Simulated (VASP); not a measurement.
CO2:

```
C O
1.0
     4.10897    0.00000    0.00000
     0.31284    4.09704    0.00000
    -2.21091   -2.04852    2.79269
C O
2 4
Direct
  0.75000 0.25000 0.50000
  0.00000 0.00000 0.00000
  0.70980 0.12500 0.08480
  0.04020 0.62500 0.91520
  0.37500 0.29020 0.41520
  0.87500 0.95980 0.58480
```

Base run:

| Item | Value |
| --- | --- |
| Program | VASP 6.6.1 |
| Functional | PBEsol |
| Potentials or basis | VASP PAW PBE potentials, release 64 (C, O) |
| Cutoff | 520 eV |
| k mesh | 6 × 6 × 6 |
| Occupations | gaussian, width 0.01 eV |
| Spin | no spin polarisation |

Its results: band gap on the k mesh 7.53 eV, indirect (least direct gap 8.00 eV); pressure -4.9 GPa; largest force 0.120 eV/Å.

The run is repeated on the same cell with these changes: functional from PBEsol to BLYP; further incar settings from ALGO = Normal; EDIFF = 1e-06; NBANDS = 25 to ALGO = Normal; EDIFF = 1e-07; NBANDS = 25. What comes out?

Band gap on the k mesh 7.74 eV, indirect (least direct gap 8.17 eV); pressure 6.2 GPa; largest force 0.215 eV/Å.

Caveats: the PAW data sets were made with another functional, which shifts forces and pressure a little.

A k mesh can miss the band edges.
